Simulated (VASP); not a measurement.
**In: single point with PBEsol**

In:

```
In
1.0
    -1.59754    1.59754    2.49827
     1.59754   -1.59754    2.49827
     1.59754    1.59754   -2.49827
In
1
Direct
  0.00000 0.00000 0.00000
```

| Quantity | Value |
| --- | --- |
| Program | VASP 6.6.1 |
| Task | single point |
| Functional | PBEsol |
| Potentials or basis | VASP PAW PBE potentials, release 64 (In_d) |
| Cutoff | 500 eV |
| k mesh | 18 × 18 × 18 |
| Occupations | gaussian, width 0.1 eV |
| Spin | non-collinear spin, zero start, spin-orbit coupling |
| Starting moments | [[0.0, 0.0, 0.0]] μB |
| Dipole correction | no |
| Further INCAR settings | ALGO = Normal; EDIFF = 1e-06; NBANDS = 24 |

The pressure is -0.1 GPa and the net moment is 0.00 μB per cell. The valence electrons inside the program's atomic spheres are In 11.35.

Moments on the atoms (μB; x, y, z):
```
In  0.00 0.00 0.00
```

Run time: 20 min on 1 thread of Intel Xeon 8259CL, on a shared host, peak memory 0.52 GiB.

Caveat: the PAW data sets were made with another functional, which shifts forces and pressure a little.
